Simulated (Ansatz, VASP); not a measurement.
# MgSe in VASP and in Ansatz

The input POSCAR:

```
MgSe
1.0
    0.0000000000      2.7362693767      2.7362693767
    2.7362693767      0.0000000000      2.7362693767
    2.7362693767      2.7362693767      0.0000000000
Mg Se
1 1
Direct
    0.0000000000      0.0000000000      0.0000000000
    0.5000000000      0.5000000000      0.5000000000
```

The input INCAR.step1:

```
  PREC = Accurate
  ENCUT = 520
  EDIFF = 1E-5
  ISMEAR = 0
  SIGMA = 0.01
  LREAL = F
  LASPH = T
  NELM = 120
  ALGO = Normal
  ISIF = 2
  LWAVE = T
  LCHARG = F
  GGA = PE
  NBANDS = 11
  GGA_COMPAT = F
```

Contents of INCAR.step2:

```
  PREC = Accurate
  ENCUT = 520
  EDIFF = 1E-6
  ISMEAR = 0
  SIGMA = 0.01
  LREAL = F
  LASPH = T
  NELM = 120
  ALGO = Normal
  ISIF = 2
  LWAVE = F
  LCHARG = F
  GGA = PE
  LHFCALC = T
  AEXX = 1.0
  ALDAC = 0.0
  AGGAC = 0.0
  PRECFOCK = Normal
  ISTART = 1
  NBANDS = 11
  GGA_COMPAT = F
```

Contents of KPOINTS:

```
Automatic mesh
0
Gamma
  4 4 4
```

Input for Ansatz:

```yaml
crystal:
  lattice:
    - [0.0, 2.7362693767, 2.7362693767]
    - [2.7362693767, 0.0, 2.7362693767]
    - [2.7362693767, 2.7362693767, 0.0]
  atoms:
    - { symbol: Mg, position: [0.0, 0.0, 0.0] }
    - { symbol: Se, position: [0.5, 0.5, 0.5] }
kpoints:
  mp_grid: { grid: [4, 4, 4] }
hamiltonian:
  xc: hf
scf:
  occupations: { method: fixed }
  n_extra_bands: 4
output:
  forces: true
  stress: true
  eigenvalues: true
```

Alike in both runs: task single point; functional HF; k mesh 4 × 4 × 4; no spin polarisation.

```csv
,VASP,Ansatz
version,VASP 6.6.1,Ansatz 0.2.0
potentials or method,"VASP PAW PBE potentials, release 64 (Mg, Se)",plane waves
plane-wave cutoff (eV),520,420
occupations,"gaussian, width 0.01 eV",fixed
valence electrons in the cell,8,26
```

```csv
,VASP,Ansatz,Ansatz less VASP
gap on the k mesh at the Fermi level (eV),8.75,8.69,-0.055
pressure (GPa),2.8,4.1,+1.24
```

VASP's potentials were made for PBE, not for HF. VASP's potentials hold 8 valence electrons a cell and Ansatz's 26, so a difference there can come from the potentials and not from the codes. Ansatz's warnings: stress exchange threshold loose, stress scf threshold loose.

The k mesh is coarse, so the values compare programs but aren't converged.
